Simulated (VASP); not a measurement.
# Zr3Si2 (Pm) in VASP: single point with PBEsol

Aim: the single point of Zr3Si2 with PBEsol.

All numbers are computed with VASP 6.6.1; they aren't measurements. Logs are shortened: lines on timing, memory, paths and dates and some standing lists are left out, and cuts for length are marked.

## 1. The cell of the first run

The structure is monoclinic, space group Pm (No. 6). Conventional cell: a = 7.066 Å, b = 3.644 Å, c = 7.066 Å, α = 90.00°, β = 90.00°, γ = 90.00°. Zr (site symmetry m) has 6 Si at 2.73 to 2.80 Å and 11 Zr at 3.07 to 3.69 Å within 3.7 Å. Zr (site symmetry m) has 6 Si at 2.73 to 2.80 Å and 11 Zr at 3.18 to 3.69 Å within 3.7 Å. Within 3.7 Å of Zr (site symmetry m) lie 6 Si at 2.73 to 2.80 Å and 11 Zr at 3.07 to 3.69 Å. Zr (site symmetry m) has 6 Si at 2.73 to 2.80 Å and 11 Zr at 3.18 to 3.69 Å within 3.7 Å. Within 3.4 Å of Zr (site symmetry m) lie 4 Si at 2.60 to 3.00 Å and 8 Zr at 3.07 to 3.31 Å. Zr (site symmetry m) has 4 Si at 2.80 Å and 10 Zr at 3.18 to 3.64 Å within 3.7 Å. Si (site symmetry m) has 1 Si at 2.45 Å and 8 Zr at 2.73 to 3.00 Å within 3.2 Å. Within 3.2 Å of Si (site symmetry m) lie 1 Si at 2.45 Å and 8 Zr at 2.60 to 2.80 Å.

## 2. Single point, PBEsol (atom 5 (Zr) moved -0.200 Å towards its neighbour atom 7 (Si) at 2.805 Å)

INCAR reads:

```
SYSTEM = Zr3Si2
PREC = Accurate
ENCUT = 520
EDIFF = 1E-7
ISMEAR = 0
SIGMA = 0.15
LREAL = .False.
LASPH = .True.
NELM = 60
ALGO = Fast
ISIF = 2
LWAVE = .False.
LCHARG = .True.
GGA = PS
LELF = .True.
LVHAR = .True.
NBANDS = 55
```

KPOINTS reads:

```
regular mesh
0
Gamma
  6 6 12
  0 0 0
```

POSCAR reads:

```
Zr3Si2
1.0
    7.0655778226      0.0000000000      0.0000000000
    0.0000000000      7.0655778226      0.0000000000
    0.0000000000      0.0000000000      3.6444907344
Zr Si
6 4
Direct
    0.1744786440      0.6744786440      0.5000000000
    0.8255213560      0.3255213560      0.5000000000
    0.3255213560      0.1744786440      0.5000000000
    0.6744786440      0.8255213560      0.5000000000
    0.0269271828     -0.0087275722      0.0000000000
    0.5000000000      0.5000000000      0.0000000000
    0.6223900172      0.1223900172      0.0000000000
    0.3776099828      0.8776099828      0.0000000000
    0.8776099828      0.6223900172      0.0000000000
    0.1223900172      0.3776099828      0.0000000000
```

Potentials or basis: VASP PAW PBE potentials, release 64 (Zr_sv, Si).

Launch:

```console
> cat potpaw_PBE.64/Zr_sv/POTCAR potpaw_PBE.64/Si/POTCAR > POTCAR
> mpirun -np 1 vasp_std > vasp.out
```

OUTCAR:

```text
SYSTEM = Zr3Si2
   PREC = Accurate
   ENCUT = 520
   EDIFF = 1E-7
   ISMEAR = 0
   LREAL = .False.
   LASPH = .True.
   NELM = 60
   ISIF = 2
   GGA = PS

 ion  position               nearest neighbor table
   1  0.174  0.674  0.500-   8 2.73   8 2.73  10 2.80   9 2.80   9 2.80  10 2.80   5 3.07   5 3.07
                             6 3.18   6 3.18   2 3.49   3 3.69   4 3.69   3 3.69   4 3.69
   2  0.826  0.326  0.500-   7 2.73   7 2.73  10 2.80   9 2.80   9 2.80  10 2.80   6 3.18   6 3.18
                             5 3.31   5 3.31   1 3.49   3 3.69   4 3.69   4 3.69   3 3.69
   3  0.326  0.174  0.500-  10 2.73  10 2.73   7 2.80   7 2.80   8 2.80   8 2.80   5 3.07   5 3.07
                             6 3.18   6 3.18   4 3.49   2 3.69   1 3.69   1 3.69   2 3.69
   4  0.674  0.826  0.500-   9 2.73   9 2.73   7 2.80   7 2.80   8 2.80   8 2.80   6 3.18   6 3.18
                             5 3.30   5 3.30   3 3.49   2 3.69   1 3.69   2 3.69   1 3.69
   5  0.027  0.991  0.000-   8 2.60   9 2.81  10 2.81   7 3.00   1 3.07   1 3.07   3 3.07   3 3.07
                             4 3.30   4 3.30   2 3.31   2 3.31
   6  0.500  0.500  0.000-   7 2.80   8 2.80   9 2.80  10 2.80   1 3.18   2 3.18   3 3.18   4 3.18
                             1 3.18   2 3.18   3 3.18   4 3.18
   7  0.622  0.122  0.000-   8 2.45   2 2.73   2 2.73   3 2.80   4 2.80   3 2.80   4 2.80   6 2.80
                             5 3.00
   8  0.378  0.878  0.000-   7 2.45   5 2.60   1 2.73   1 2.73   4 2.80   3 2.80   3 2.80   4 2.80
                             6 2.80
   9  0.878  0.622  0.000-  10 2.45   4 2.73   4 2.73   2 2.80   1 2.80   2 2.80   1 2.80   6 2.80
                             5 2.81
  10  0.122  0.378  0.000-   9 2.45   3 2.73   3 2.73   2 2.80   1 2.80   2 2.80   1 2.80   6 2.80
                             5 2.81

  LATTYP: Found a simple tetragonal cell.
 ALAT       =     7.0655778226
 C/A-ratio  =     0.5158092977

  Lattice vectors:

 A1 = (   7.0655778226,   0.0000000000,   0.0000000000)
 A2 = (   0.0000000000,   7.0655778226,   0.0000000000)
 A3 = (   0.0000000000,   0.0000000000,   3.6444907344)

Analysis of symmetry for initial positions (statically):
=====================================================================
 Subroutine PRICEL returns:
 Original cell was already a primitive cell.

 Routine SETGRP: Setting up the symmetry group for a
 simple tetragonal supercell.

 Subroutine GETGRP returns: Found  2 space group operations
 (whereof  2 operations were pure point group operations)
 out of a pool of 16 trial point group operations.

The static configuration has the point symmetry C_1h.

Analysis of symmetry for dynamics (positions and initial velocities):
=====================================================================
 Subroutine PRICEL returns:
 Original cell was already a primitive cell.

 Routine SETGRP: Setting up the symmetry group for a
 simple tetragonal supercell.

 Subroutine GETGRP returns: Found  2 space group operations
 (whereof  2 operations were pure point group operations)
 out of a pool of 16 trial point group operations.

The dynamic configuration has the point symmetry C_1h.

 Subroutine INISYM returns: Found  2 space group operations
 (whereof  2 operations are pure point group operations),
 and found     1 'primitive' translations

----------------------------------------------------------------------------------------

                                     Primitive cell

  volume of cell :     181.9417

  direct lattice vectors                    reciprocal lattice vectors
     7.065577823  0.000000000  0.000000000     0.141531241  0.000000000  0.000000000
     0.000000000  7.065577823  0.000000000     0.000000000  0.141531241  0.000000000
     0.000000000  0.000000000  3.644490734     0.000000000  0.000000000  0.274386759

  length of vectors
     7.065577823  7.065577823  3.644490734     0.141531241  0.141531241  0.274386759

  position of ions in fractional coordinates (direct lattice)
     0.174478644  0.674478644  0.500000000
     0.825521356  0.325521356  0.500000000
     0.325521356  0.174478644  0.500000000
     0.674478644  0.825521356  0.500000000
     0.026927183  0.991272428  0.000000000
     0.500000000  0.500000000  0.000000000
     0.622390017  0.122390017  0.000000000
     0.377609983  0.877609983  0.000000000
     0.877609983  0.622390017  0.000000000
     0.122390017  0.377609983  0.000000000

  ion indices of the primitive-cell ions
   primitive index   ion index
                 1           1
                 2           2
                 3           3
                 4           4
                 5           5
                 6           6
                 7           7
                 8           8
                 9           9
                10          10

----------------------------------------------------------------------------------------

 KPOINTS: regular mesh

Automatic generation of k-mesh.
 Grid dimensions read from file:
 generate k-points for:    6    6   12

 Generating k-lattice:

  Cartesian coordinates                     Fractional coordinates (reciprocal lattice)
     0.023588540  0.000000000  0.000000000     0.166666667  0.000000000  0.000000000
     0.000000000  0.023588540  0.000000000     0.000000000  0.166666667  0.000000000
     0.000000000  0.000000000  0.022865563     0.000000000  0.000000000  0.083333333

  Length of vectors
     0.023588540  0.023588540  0.022865563

  Shift w.r.t. Gamma in fractional coordinates (k-lattice)
     0.000000000  0.000000000  0.000000000

 Subroutine IBZKPT returns following result:
 ===========================================

 Found    140 irreducible k-points:

 Following reciprocal coordinates:
            Coordinates               Weight
  0.000000  0.000000  0.000000      1.000000
  0.166667  0.000000  0.000000      2.000000
  0.000000  0.166667  0.000000      2.000000
  0.333333  0.000000  0.000000      2.000000
  0.000000  0.333333  0.000000      2.000000
  0.500000  0.000000  0.000000      1.000000
[... 16 lines left out ...]
  0.000000  0.166667  0.083333      4.000000
  0.333333  0.000000  0.083333      4.000000
 [... further k-points ...]
   k-points           NKPTS =    140   k-points in BZ     NKDIM =    140   number of bands    NBANDS=     55
   number of dos      NEDOS =    301   number of ions     NIONS =     10
   total plane-waves  NPLWV =  81648
   dimension x,y,z NGX =    54 NGY =   54 NGZ =   28
   dimension x,y,z NGXF=   108 NGYF=  108 NGZF=   56
   ions per type =               6   4
   NGX,Y,Z   is equivalent  to a cutoff of  12.71, 12.71, 12.77 a.u.
   NGXF,Y,Z  is equivalent  to a cutoff of  25.41, 25.41, 25.54 a.u.
 SYSTEM =  Zr3Si2
   PREC   = accura    normal or accurate (medium, high low for compatibility)
   ISTART =      0    job   : 0-new  1-cont  2-samecut
   ICHARG =      2    charge: 1-file 2-atom 10-const
   ISPIN  =      1    spin polarized calculation?
   LNONCOLLINEAR =      F non collinear calculations
   LSORBIT =      F    spin-orbit coupling
   LASPH  =      T    aspherical Exc in radial PAW
   ENCUT  =  520.0 eV  38.22 Ry    6.18 a.u.  13.14 13.14  6.78*2*pi/ulx,y,z
   NELM   =     60;   NELMIN=  2; NELMDL= -5     # of ELM steps
   EDIFF  = 0.1E-06   stopping-criterion for ELM
   LREAL  =      F    real-space projection
   EDIFFG = 0.1E-05   stopping-criterion for IOM
   NSW    =      0    number of steps for IOM
   IBRION =     -1    ionic relax: 0-MD 1-quasi-New 2-CG
   NFREE  =      0    steps in history (QN), initial steepest desc. (CG)
   ISIF   =      2    stress and relaxation
   ISYM   =      2    0-nonsym 1-usesym 2-fastsym
   POTIM  = 0.5000    time-step for ionic-motion
   TEBEG  =    0.0;   TEEND  =   0.0 temperature during run
   PSTRESS=    0.0 pullay stress
   NELECT =      88.0000    total number of electrons
   NUPDOWN=      -1.0000    fix difference up-down
   EMIN   =  10.00;   EMAX   =-10.00  energy-range for DOS
   EFERMI =   0.00;   METHOD = LEGACY
   ISMEAR =     0;   SIGMA  =   0.15  broadening in eV -4-tet -1-fermi 0-gaus
   EFERMI_NEDOS =   21; number of points for ismear=-14 and -15
   IALGO  =     68    algorithm
   IMIX   =      4    mixing-type and parameters
     AMIX     =   0.40;   BMIX     =  1.00
     AMIX_MAG =   1.60;   BMIX_MAG =  1.00
  volume/ion in A,a.u.               =      18.19       122.78
  Fermi-wavevector in a.u.,A,eV,Ry     =   1.285065  2.428420 22.468541  1.651391
  Thomas-Fermi vector in A             =   2.417221
   LORBIT       =      0    0 simple, 1 ext, 2 COOP (PROOUT), +10 PAW based schemes
   GGA     = PS    functional components
   LHFCALC =     F    Hartree Fock is set to
   AEXX    =    0.0000 exact exchange contribution
   IVDW    =     0    specifies the selected vdW correction
   LEPSILON=     F    determine dielectric tensor
   LRPA    =     F    only Hartree local field effects (RPA)
 non-spin polarized calculation
 RMM-DIIS sequential band-by-band and
 Gauss-broadening in eV      SIGMA  =   0.15
  energy-cutoff  :      520.00
  volume of cell :      181.94
 maximum number of plane-waves:      4942
 NGX is ok and might be reduce to    54
   NGX = 27   NGY = 27   NGZ = 13

 number of electron      88.0000000 magnetization

 Free energy of the ion-electron system (eV)
  ---------------------------------------------------
  ext. energy  EPLUGINS =         0.00000000
  ---------------------------------------------------
  free energy    TOTEN  =       -86.87094492 eV

  energy without entropy =      -86.78421313  energy(sigma->0) =      -86.82757903

 E-fermi :   9.6357     XC(G=0): -11.5715

 val. band max:        9.6343893064   @ k =  -0.3333   0.5000   0.1667
 cond. band min:       9.6357076832   @ k =   0.0000   0.3333   0.5000
 fundamental gap:      0.0013183768
 Fermi energy:         9.6356557441

 k-point     1 :       0.0000    0.0000    0.0000
  band No.  band energies     occupation
      1     -38.5893      2.00000
      2     -38.5633      2.00000
      3     -38.4985      2.00000
      4     -38.4564      2.00000
      5     -38.4150      2.00000
      6     -38.3561      2.00000
[... 47 lines left out ...]
     54      12.3827      0.00000
     55      12.4915      0.00000

 k-point     2 :       0.1667    0.0000    0.0000
  band No.  band energies     occupation
      1     -38.5881      2.00000
      2     -38.5634      2.00000
      3     -38.5013      2.00000
      4     -38.4563      2.00000
      5     -38.4127      2.00000
      6     -38.3567      2.00000
[... 47 lines left out ...]
     54      12.4657      0.00000
     55      12.7629      0.00000

 k-point     3 :       0.0000    0.1667    0.0000
  band No.  band energies     occupation
      1     -38.5875      2.00000
      2     -38.5648      2.00000
      3     -38.4973      2.00000
      4     -38.4620      2.00000
      5     -38.4095      2.00000
      6     -38.3574      2.00000
[... 1152 lines left out ...]
 k-point    23 :       0.0000    0.1667    0.0833
  band No.  band energies     occupation
      1     -38.5857      2.00000
      2     -38.5640      2.00000
      3     -38.4953      2.00000
      4     -38.4610      2.00000
      5     -38.4095      2.00000
      6     -38.3589      2.00000
[... 47 lines left out ...]
     54      12.4761      0.00000
     55      12.9354      0.00000

 k-point    24 :       0.3333    0.0000    0.0833
  band No.  band energies     occupation
      1     -38.5838      2.00000
      2     -38.5628      2.00000
      3     -38.5042      2.00000
      4     -38.4555      2.00000
      5     -38.4084      2.00000
      6     -38.3596      2.00000
[... 47 lines left out ...]
     54      12.4249      0.00000
     55      12.5672      0.00000

 [... further k-points ...]
[... 5 lines left out ...]
  --------------------------------------------------------------------------------------
  -------------------------------------------------------------------------------------
  Total        1.5134963      0.3312460      0.6994219     -0.4148397      0.0000000      0.0000000
  in kB       13.3278387      2.9169504      6.1591050     -3.6530757      0.0000000      0.0000000
  external PRESSURE =       7.4679647 kB  Pullay stress =       0.0000000 kB

 VOLUME and BASIS-vectors are now :
 -----------------------------------------------------------------------------
  energy-cutoff  :      520.00
  volume of cell :      181.94
      direct lattice vectors                 reciprocal lattice vectors
     7.065577823  0.000000000  0.000000000     0.141531241  0.000000000  0.000000000
     0.000000000  7.065577823  0.000000000     0.000000000  0.141531241  0.000000000
     0.000000000  0.000000000  3.644490734     0.000000000  0.000000000  0.274386759

 POSITION                                       TOTAL-FORCE (eV/Angst)
 -----------------------------------------------------------------------------------
      1.23279      4.76558      1.82225         0.257441     -0.260902      0.000000
      5.83279      2.30000      1.82225         0.201056     -0.129222      0.000000
      2.30000      1.23279      1.82225         0.323698      0.001633      0.000000
      4.76558      5.83279      1.82225         0.236896      0.009358      0.000000
      0.19026      7.00391      0.00000        -2.404141      0.782101      0.000000
      3.53279      3.53279      0.00000         0.152598     -0.098468      0.000000
      4.39755      0.86476      0.00000         0.370524     -0.058371      0.000000
      2.66803      6.20082      0.00000         0.888097     -0.200356      0.000000
      6.20082      4.39755      0.00000        -0.004010     -0.031283      0.000000
      0.86476      2.66803      0.00000        -0.022158     -0.014491      0.000000
 -----------------------------------------------------------------------------------
    total drift:                                0.000302     -0.000199     -0.000000

  FREE ENERGIE OF THE ION-ELECTRON SYSTEM (eV)
  ---------------------------------------------------
  free  energy   TOTEN  =       -86.8709449227 eV

  energy  without entropy=      -86.7842131346  energy(sigma->0) =      -86.82757903
```

Run time: 78 min. Hardware: 1 thread of Oxide Virtual Turin-like, shared host; peak memory 0.94 GiB.

What came out:

```yaml
Free_energy: -86.8709 eV
Pressure: 0.7 GPa
Largest_force: 2.528 eV/Å
Band_gap_on_the_k_mesh: zero (bands 44 and 45 overlap by 1.28 eV)
```

Forces in eV/Å, atoms in the order of the input:
```
Zr   0.257 -0.261  0.000
Zr   0.201 -0.129  0.000
Zr   0.324  0.002  0.000
Zr   0.237  0.009  0.000
Zr  -2.404  0.782  0.000
Zr   0.153 -0.098  0.000
Si   0.371 -0.058  0.000
Si   0.888 -0.200  0.000
Si  -0.004 -0.031  0.000
Si  -0.022 -0.014  0.000
```

Stress tensor (GPa, compression positive):
```
 1.33 -0.37  0.00
-0.37  0.29  0.00
 0.00  0.00  0.62
```

Caveat: the cell differs from its parent crystal (atom 5 (Zr) moved -0.200 Å towards its neighbour atom 7 (Si) at 2.805 Å); the PAW data sets were made with another functional, which shifts forces and pressure a little.
